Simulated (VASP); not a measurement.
# TaN (P-62m) in VASP: a series of runs

The runs below take TaN through single point, with BLYP+D4, BLYP, r2SCAN, RPBE+D3(BJ).

All numbers are computed with VASP 6.6.1; they aren't measurements. Logs are shortened: lines on timing, memory, paths and dates and some standing lists are left out, and cuts for length are marked.

## (1) The cell of the first run

It takes space group P-62m (No. 189, hexagonal). Conventional cell: a = 5.242 Å, b = 5.242 Å, c = 2.918 Å, α = 90.00°, β = 90.00°, γ = 120.00°. Ta (site symmetry -62m) has 3 N at 2.05 Å within 2.7 Å. Ta (site symmetry -6) has 6 N at 2.18 Å within 2.9 Å. Within 2.7 Å of N (site symmetry m2m) lie 5 Ta at 2.05 to 2.18 Å.

## (2) Single point, BLYP+D4

INCAR reads:

```
SYSTEM = TaN
  PREC = Accurate
  ENCUT = 520
  EDIFF = 1E-7
  ISMEAR = -1
  SIGMA = 0.05
  LREAL = .False.
  LASPH = .True.
  NELM = 80
  ALGO = Normal
  ISIF = 2
  LWAVE = .False.
  LCHARG = .False.
  GGA = B5
  ALDAX = 1.0
  AGGAX = 1.0
  AGGAC = 1.0
  ALDAC = 0.0
  IVDW = 13
  VDW_S6 = 1.0
  VDW_S8 = 2.34076671
  VDW_A1 = 0.44488865
  VDW_A2 = 4.0933009
  NBANDS = 33
```

KPOINTS reads:

```
Automatic mesh
0
Gamma
  6 6 9
  0 0 0
```

POSCAR reads:

```
TaN
1.0
    5.2423733404      0.0000000000      0.0000000000
   -2.6211866702      4.5400284889      0.0000000000
    0.0000000000      0.0000000000      2.9183236129
Ta N
3 3
Direct
    0.0000000000      0.0000000000      0.0000000000
    0.6666666667      0.3333333333      0.5000000000
    0.3333333333      0.6666666667      0.5000000000
    0.0000000000      0.3911087536      0.0000000000
    0.6088912464      0.6088912464      0.0000000000
    0.3911087536      0.0000000000      0.0000000000
```

Potentials or basis: VASP PAW PBE potentials, release 64 (Ta_pv, N).

Command:

```sh
$ cat potpaw_PBE.64/Ta_pv/POTCAR potpaw_PBE.64/N/POTCAR > POTCAR
$ mpirun -np 1 vasp_std > vasp.out
```

OUTCAR:

```text
SYSTEM = TaN
   PREC = Accurate
   ENCUT = 520
   EDIFF = 1E-7
   ISMEAR = -1
   LREAL = .False.
   LASPH = .True.
   NELM = 80
   ISIF = 2
   GGA = B5
   IVDW = 13

 ion  position               nearest neighbor table
   1  0.000  0.000  0.000-   4 2.05   5 2.05   6 2.05   3 3.36   2 3.36   2 3.36   3 3.36   3 3.36
                             3 3.36   2 3.36   2 3.36   2 3.36   2 3.36   3 3.36   3 3.36
   2  0.667  0.333  0.500-   4 2.18   4 2.18   6 2.18   6 2.18   5 2.18   5 2.18   3 3.03   3 3.03
                             3 3.03   1 3.36   1 3.36   1 3.36   1 3.36   1 3.36   1 3.36
   3  0.333  0.667  0.500-   6 2.18   6 2.18   4 2.18   4 2.18   5 2.18   5 2.18   2 3.03   2 3.03
                             2 3.03   1 3.36   1 3.36   1 3.36   1 3.36   1 3.36   1 3.36
   4  0.000  0.391  0.000-   1 2.05   2 2.18   2 2.18   3 2.18   3 2.18
   5  0.609  0.609  0.000-   1 2.05   2 2.18   2 2.18   3 2.18   3 2.18
   6  0.391  0.000  0.000-   1 2.05   3 2.18   3 2.18   2 2.18   2 2.18

  LATTYP: Found a hexagonal cell.
 ALAT       =     5.2423733404
 C/A-ratio  =     0.5566798515

  Lattice vectors:

 A1 = (   5.2423733404,   0.0000000000,   0.0000000000)
 A2 = (  -2.6211866702,   4.5400284889,   0.0000000000)
 A3 = (   0.0000000000,   0.0000000000,   2.9183236129)

Analysis of symmetry for initial positions (statically):
=====================================================================
 Subroutine PRICEL returns:
 Original cell was already a primitive cell.

 Routine SETGRP: Setting up the symmetry group for a
 hexagonal supercell.

 Subroutine GETGRP returns: Found 12 space group operations
 (whereof 12 operations were pure point group operations)
 out of a pool of 24 trial point group operations.

The static configuration has the point symmetry D_3h.

Analysis of symmetry for dynamics (positions and initial velocities):
=====================================================================
 Subroutine PRICEL returns:
 Original cell was already a primitive cell.

 Routine SETGRP: Setting up the symmetry group for a
 hexagonal supercell.

 Subroutine GETGRP returns: Found 12 space group operations
 (whereof 12 operations were pure point group operations)
 out of a pool of 24 trial point group operations.

The dynamic configuration has the point symmetry D_3h.

 Subroutine INISYM returns: Found 12 space group operations
 (whereof 12 operations are pure point group operations),
 and found     1 'primitive' translations

----------------------------------------------------------------------------------------

                                     Primitive cell

  volume of cell :      69.4576

  direct lattice vectors                    reciprocal lattice vectors
     5.242373340  0.000000000  0.000000000     0.190753297  0.110131468  0.000000000
    -2.621186670  4.540028489  0.000000000     0.000000000  0.220262935  0.000000000
     0.000000000  0.000000000  2.918323613     0.000000000  0.000000000  0.342662478

  length of vectors
     5.242373340  5.242373340  2.918323613     0.220262935  0.220262935  0.342662478

  position of ions in fractional coordinates (direct lattice)
     0.000000000  0.000000000  0.000000000
     0.666666667  0.333333333  0.500000000
     0.333333333  0.666666667  0.500000000
     0.000000000  0.391108754  0.000000000
     0.608891246  0.608891246  0.000000000
     0.391108754  0.000000000  0.000000000

  ion indices of the primitive-cell ions
   primitive index   ion index
                 1           1
                 2           2
                 3           3
                 4           4
                 5           5
                 6           6

----------------------------------------------------------------------------------------

 KPOINTS: Automatic mesh

Automatic generation of k-mesh.
 Grid dimensions read from file:
 generate k-points for:    6    6    9

 Generating k-lattice:

  Cartesian coordinates                     Fractional coordinates (reciprocal lattice)
     0.031792216  0.018355245  0.000000000     0.166666667  0.000000000  0.000000000
     0.000000000  0.036710489  0.000000000     0.000000000  0.166666667  0.000000000
     0.000000000  0.000000000  0.038073609     0.000000000  0.000000000  0.111111111

  Length of vectors
     0.036710489  0.036710489  0.038073609

  Shift w.r.t. Gamma in fractional coordinates (k-lattice)
     0.000000000  0.000000000  0.000000000

 Subroutine IBZKPT returns following result:
 ===========================================

 Found     35 irreducible k-points:

 Following reciprocal coordinates:
            Coordinates               Weight
  0.000000  0.000000  0.000000      1.000000
  0.166667 -0.000000  0.000000      6.000000
  0.333333  0.000000  0.000000      6.000000
  0.500000 -0.000000  0.000000      3.000000
  0.166667  0.166667  0.000000      6.000000
  0.333333  0.166667  0.000000     12.000000
[... 16 lines left out ...]
  0.166667 -0.000000  0.333333     12.000000
  0.333333  0.000000  0.333333     12.000000
 [... further k-points ...]
   k-points           NKPTS =     35   k-points in BZ     NKDIM =     35   number of bands    NBANDS=     33
   number of dos      NEDOS =    301   number of ions     NIONS =      6
   total plane-waves  NPLWV =  38400
   dimension x,y,z NGX =    40 NGY =   40 NGZ =   24
   dimension x,y,z NGXF=    80 NGYF=   80 NGZF=   48
   ions per type =               3   3
   NGX,Y,Z   is equivalent  to a cutoff of  12.68, 12.68, 13.67 a.u.
   NGXF,Y,Z  is equivalent  to a cutoff of  25.37, 25.37, 27.34 a.u.
 SYSTEM =  TaN
   PREC   = accura    normal or accurate (medium, high low for compatibility)
   ISTART =      0    job   : 0-new  1-cont  2-samecut
   ICHARG =      2    charge: 1-file 2-atom 10-const
   ISPIN  =      1    spin polarized calculation?
   LNONCOLLINEAR =      F non collinear calculations
   LSORBIT =      F    spin-orbit coupling
   LASPH  =      T    aspherical Exc in radial PAW
   ENCUT  =  520.0 eV  38.22 Ry    6.18 a.u.   9.75  9.75  5.43*2*pi/ulx,y,z
   NELM   =     80;   NELMIN=  2; NELMDL= -5     # of ELM steps
   EDIFF  = 0.1E-06   stopping-criterion for ELM
   LREAL  =      F    real-space projection
   EDIFFG = 0.1E-05   stopping-criterion for IOM
   NSW    =      0    number of steps for IOM
   IBRION =     -1    ionic relax: 0-MD 1-quasi-New 2-CG
   NFREE  =      0    steps in history (QN), initial steepest desc. (CG)
   ISIF   =      2    stress and relaxation
   ISYM   =      2    0-nonsym 1-usesym 2-fastsym
   POTIM  = 0.5000    time-step for ionic-motion
   TEBEG  =    0.0;   TEEND  =   0.0 temperature during run
   PSTRESS=    0.0 pullay stress
   NELECT =      48.0000    total number of electrons
   NUPDOWN=      -1.0000    fix difference up-down
   EMIN   =  10.00;   EMAX   =-10.00  energy-range for DOS
   EFERMI =   0.00;   METHOD = LEGACY
   ISMEAR =    -1;   SIGMA  =   0.05  broadening in eV -4-tet -1-fermi 0-gaus
   EFERMI_NEDOS =   21; number of points for ismear=-14 and -15
   IALGO  =     38    algorithm
   IMIX   =      4    mixing-type and parameters
     AMIX     =   0.40;   BMIX     =  1.00
     AMIX_MAG =   1.60;   BMIX_MAG =  1.00
  volume/ion in A,a.u.               =      11.58        78.12
  Fermi-wavevector in a.u.,A,eV,Ry     =   1.447378  2.735148 28.502880  2.094903
  Thomas-Fermi vector in A             =   2.565340
   LORBIT       =      0    0 simple, 1 ext, 2 COOP (PROOUT), +10 PAW based schemes
   GGA     = B5    functional components
   LHFCALC =     F    Hartree Fock is set to
   AEXX    =    0.0000 exact exchange contribution
   IVDW    =    13    specifies the selected vdW correction
   LEPSILON=     F    determine dielectric tensor
   LRPA    =     F    only Hartree local field effects (RPA)
 non-spin polarized calculation
  energy-cutoff  :      520.00
  volume of cell :       69.46
 maximum number of plane-waves:      1895
 NGX is ok and might be reduce to    40
   NGX = 19   NGY = 19   NGZ = 11

 number of electron      48.0000001 magnetization

 Free energy of the ion-electron system (eV)
  ---------------------------------------------------
  ext. energy  EPLUGINS =         0.00000000
  ---------------------------------------------------
  free energy    TOTEN  =       -61.69785278 eV

  energy without entropy =      -61.69097563  energy(sigma->0) =      -61.69441421

 E-fermi :   8.5975     XC(G=0): -12.2208

 val. band max:        8.5896968218   @ k =   0.1667  -0.0000   0.2222
 cond. band min:       8.6359863520   @ k =   0.1667  -0.0000   0.3333
 fundamental gap:      0.0462895302
 Fermi energy:         8.5974570418

 k-point     1 :       0.0000    0.0000    0.0000
  band No.  band energies     occupation
      1     -27.5332      2.00000
      2     -27.5332      2.00000
      3     -27.1996      2.00000
      4     -27.1996      2.00000
      5     -27.0302      2.00000
      6     -26.9341      2.00000
[... 25 lines left out ...]
     32      11.6500      0.00000
     33      11.6500      0.00000

 k-point     2 :       0.1667   -0.0000    0.0000
  band No.  band energies     occupation
      1     -27.5525      2.00000
      2     -27.5252      2.00000
      3     -27.1891      2.00000
      4     -27.1757      2.00000
      5     -27.0242      2.00000
      6     -26.9396      2.00000
[... 25 lines left out ...]
     32      11.7169      0.00000
     33      11.8499      0.00000
[... 754 lines left out ...]
     32      11.8809      0.00000
     33      13.1846      0.00000

 k-point    24 :       0.3333    0.0000    0.3333
  band No.  band energies     occupation
      1     -27.6304      2.00000
      2     -27.5288      2.00000
      3     -27.4580      2.00000
      4     -27.3760      2.00000
      5     -27.1401      2.00000
      6     -27.0548      2.00000
[... 25 lines left out ...]
     32      12.1284      0.00000
     33      13.5164      0.00000

 [... further k-points ...]

------------------------ aborting loop because EDIFF is reached ----------------------------------------

  DFT-D4 for vdW energy calculation

  Edisp (eV):   -3.31499

  FORCE on cell =-STRESS in cart. coord.  units (eV):
  Direction    XX          YY          ZZ          XY          YZ          ZX
  --------------------------------------------------------------------------------------
  -------------------------------------------------------------------------------------
  Total       0.81184     0.81184     0.80409     0.00000    -0.00000     0.00000
  in kB      18.72663    18.72663    18.54795     0.00000    -0.00000     0.00000
  external pressure =       18.67 kB  Pullay stress =        0.00 kB

 VOLUME and BASIS-vectors are now :
 -----------------------------------------------------------------------------
  energy-cutoff  :      520.00
  volume of cell :       69.46
      direct lattice vectors                 reciprocal lattice vectors
     5.242373340  0.000000000  0.000000000     0.190753297  0.110131468  0.000000000
    -2.621186670  4.540028489  0.000000000     0.000000000  0.220262935  0.000000000
     0.000000000  0.000000000  2.918323613     0.000000000  0.000000000  0.342662478

 POSITION                                       TOTAL-FORCE (eV/Angst)
 -----------------------------------------------------------------------------------
      0.00000      0.00000      0.00000        -0.000000     -0.000000      0.000000
      2.62119      1.51334      1.45916        -0.000000      0.000000      0.000000
     -0.00000      3.02669      1.45916        -0.000000     -0.000000      0.000000
     -1.02517      1.77564      0.00000        -0.012764      0.022107      0.000000
      1.59602      2.76438      0.00000        -0.012764     -0.022107     -0.000000
      2.05034      0.00000      0.00000         0.025527     -0.000000      0.000000
 -----------------------------------------------------------------------------------
    total drift:                               -0.000002     -0.000003      0.000000

  FREE ENERGIE OF THE ION-ELECTRON SYSTEM (eV)
  ---------------------------------------------------
  free  energy   TOTEN  =       -65.0128452236 eV

  energy  without entropy=      -65.0059680799  energy(sigma->0) =      -65.00940665
```

Wall time 1.9 min (1 thread of Intel Xeon Platinum 8375C at 2.90GHz (Ice Lake), shared host); peak memory 0.22 GiB.

What came out:

| Quantity | Value |
| --- | --- |
| Free energy | -65.0128 eV |
| Pressure | 1.9 GPa |
| Largest force | 0.026 eV/Å |
| Band gap on the k mesh | zero (band 24 reaches 10.35 eV, above the bottom of band 25 at 7.28 eV) |
| Dispersion energy per atom | -0.552 eV |

Forces on the atoms (eV/Å):
```
Ta   0.000  0.000  0.000
Ta   0.000  0.000  0.000
Ta   0.000  0.000  0.000
N   -0.013  0.022  0.000
N   -0.013 -0.022  0.000
N    0.026  0.000  0.000
```

Caveat: the PAW data sets were made with another functional, which shifts forces and pressure a little; spin-orbit coupling is left out, which moves the levels of the heavy elements; pairwise dispersion overbinds metals, which lowers pressure and volume.

## (3) Single point, BLYP

This run uses another cell than the first one, of 11.92 Å³/atom, 1.030 times its volume.

INCAR reads:

```
SYSTEM = TaN
PREC     = Accurate       ! precision mode
ENCUT    = 520            ! plane-wave cutoff, eV
EDIFF    = 1E-7           ! SCF threshold, eV
ISMEAR   = -1             ! smearing method
SIGMA    = 0.05           ! smearing width, eV
LREAL    = .FALSE.        ! projectors in reciprocal space
LASPH    = .TRUE.         ! aspherical terms in the spheres
NELM     = 60             ! most SCF steps
ALGO     = Normal         ! electronic algorithm
ISIF     = 2              ! what is computed and relaxed
LWAVE    = .FALSE.        ! write WAVECAR
LCHARG   = .FALSE.        ! write CHGCAR
GGA      = B5             ! functional
ALDAX    = 1.0          
AGGAX    = 1.0          
AGGAC    = 1.0          
ALDAC    = 0.0          
NBANDS   = 33             ! bands
```

KPOINTS reads:

```
Automatic mesh
0
G
  6 6 9
  0 0 0
```

POSCAR reads:

```
TaN
1.0
    5.2951230151      0.0000000000      0.0000000000
   -2.6475615076      4.5857110473      0.0000000000
    0.0000000000      0.0000000000      2.9456534331
Ta N
3 3
Direct
    0.0000000000      0.0000000000      0.0000000000
    0.6666666667      0.3333333333      0.5000000000
    0.3333333333      0.6666666667      0.5000000000
    0.0000000000      0.3899530679      0.0000000000
    0.6100469321      0.6100469321      0.0000000000
    0.3899530679      0.0000000000      0.0000000000
```

Potentials or basis: VASP PAW PBE potentials, release 64 (Ta_pv, N).

Command:

```sh
$ cat potpaw_PBE.64/Ta_pv/POTCAR potpaw_PBE.64/N/POTCAR > POTCAR
$ mpirun -np 1 vasp_std > vasp.out
```

Run time: 2.2 min. Hardware: 1 thread of Intel Xeon Platinum 8375C at 2.90GHz (Ice Lake), shared host; peak memory 0.22 GiB.

It converged, with:

```yaml
Free_energy: -61.7764 eV
Pressure: 1.7 GPa
Largest_force: 0.024 eV/Å
Band_gap_on_the_k_mesh: zero (band 24 reaches 9.96 eV, above the bottom of band 25 at 7.01 eV)
```

Forces in eV/Å, atoms in the order of the input:
```
Ta   0.000  0.000  0.000
Ta   0.000  0.000  0.000
Ta   0.000  0.000  0.000
N   -0.012  0.020  0.000
N   -0.012 -0.020  0.000
N    0.024  0.000  0.000
```

Levels at points of the mesh, in eV from the Fermi level:
```csv
k point,band 20,band 21,band 22,band 23,band 24,band 25,band 26,band 27,band 28,band 29
"(0.00, 0.00, 0.00)",-4.83,-4.10,-3.16,-1.85,-0.86,-0.86,0.65,0.65,1.55,1.82
"(0.50, 0.00, 0.00)",-4.33,-3.78,-3.69,-2.68,-2.48,1.14,1.72,1.85,2.24,2.27
```

Caveat: the PAW data sets were made with another functional, which shifts forces and pressure a little; spin-orbit coupling is left out, which moves the levels of the heavy elements.

## (4) Single point, r2SCAN

This run uses another cell than the first one, of 11.34 Å³/atom, 0.980 times its volume.

POSCAR reads:

```
TaN
1.0
    5.1960000000      0.0000000000      0.0000000000
   -2.5980000000      4.4998679981      0.0000000000
    0.0000000000      0.0000000000      2.9110000000
Ta N
3 3
Direct
    0.0000000000      0.0000000000      0.0000000000
    0.6666666667      0.3333333333      0.5000000000
    0.3333333333      0.6666666667      0.5000000000
    0.0000000000      0.3928500000      0.0000000000
    0.6071500000      0.6071500000      0.0000000000
    0.3928500000      0.0000000000      0.0000000000
```

INCAR.step1 reads:

```
ALGO = Normal
EDIFF = 1E-4
ENCUT = 520
GGA = PE
ISMEAR = -1
LASPH = True
LCHARG = False
LREAL = False
LWAVE = True
NBANDS = 33
NELM = 60
PREC = Accurate
SIGMA = 0.05
```

INCAR.step2 reads:

```
ALGO = Normal
EDIFF = 1E-6
ENCUT = 520
ISIF = 2
ISMEAR = -1
ISTART = 1
LASPH = True
LCHARG = False
LMIXTAU = True
LREAL = False
LWAVE = False
METAGGA = R2SCAN
NBANDS = 33
NELM = 60
PREC = Accurate
SIGMA = 0.05
```

KPOINTS reads:

```
k-points
0
Gamma
  6 6 9
```

Command:

```sh
$ cat potpaw_PBE.64/Ta_pv/POTCAR potpaw_PBE.64/N/POTCAR > POTCAR
$ cp INCAR.step1 INCAR
$ mpirun -np 1 vasp_std > vasp.out
$ cp INCAR.step2 INCAR
$ mpirun -np 1 vasp_std > vasp.out
```

Wall time 4.9 min (1 thread of Intel Xeon Platinum 8375C at 2.90GHz (Ice Lake), shared host); peak memory 0.23 GiB.

The run converged. Its results:

```yaml
Free_energy: -181.3010 eV
Pressure: 1.9 GPa
Largest_force: 0.024 eV/Å
Band_gap_on_the_k_mesh: zero (band 24 reaches 10.05 eV, above the bottom of band 25 at 6.94 eV)
```

Forces in eV/Å, atoms in the order of the input:
```
Ta   0.000  0.000  0.000
Ta   0.000  0.000  0.000
Ta   0.000  0.000  0.000
N    0.012 -0.021  0.000
N    0.012  0.021  0.000
N   -0.024  0.000  0.000
```

Stress tensor (GPa, compression positive):
```
2.08 0.00 0.00
0.00 2.08 0.00
0.00 0.00 1.51
```

Levels at points of the mesh, in eV from the Fermi level:
```csv
k point,band 20,band 21,band 22,band 23,band 24,band 25,band 26,band 27,band 28,band 29
"(0.00, 0.00, 0.00)",-5.22,-4.55,-3.53,-1.93,-0.91,-0.91,0.78,0.78,1.98,2.12
"(0.50, 0.00, 0.00)",-4.82,-4.13,-4.10,-2.92,-2.67,1.39,2.00,2.13,2.65,2.65
```

Caveat: the PAW data sets were made with another functional, which shifts forces and pressure a little; spin-orbit coupling is left out, which moves the levels of the heavy elements.

[end of part 1 of 2]
